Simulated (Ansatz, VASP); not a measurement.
# Two plane-wave programs on HfO2

```
CELL_PARAMETERS angstrom
0.00000 2.55750 2.55750
2.55750 0.00000 2.55750
2.55750 2.55750 0.00000
ATOMIC_POSITIONS crystal
Hf 0.00000 0.00000 0.00000
O 0.25000 0.25000 0.25000
O 0.75000 0.75000 0.75000
```

Alike in both runs: task relaxation of cell and atoms; functional r2SCAN; k mesh 10 × 10 × 10; occupations fermi-dirac, width 0.02 eV; no spin polarisation.

|  | VASP | Ansatz |
| --- | --- | --- |
| version | VASP 6.6.1 | Ansatz 0.2.0 |
| potentials or method | VASP PAW PBE potentials, release 64 (Hf_pv, O), cutoff 600 eV | PAW plane waves |
| valence electrons in the cell | 22 | 38 |

|  | VASP | Ansatz | Ansatz less VASP |
| --- | --- | --- | --- |
| gap on the k mesh at the Fermi level, each at its own relaxed structure (eV) | 4.36 | 4.30 | -0.062 |
| relaxed volume (Å³/atom) | 10.62 | 10.79 | +0.173 |
| relaxed cell length with the largest relative difference (Å) | 3.558 | 3.577 | +0.0192 |

VASP's potentials were made for PBE, not for r2SCAN. VASP's potentials hold 22 valence electrons a cell and Ansatz's 38, so a difference there can come from the potentials and not from the codes.

Neither program's run includes spin-orbit coupling.
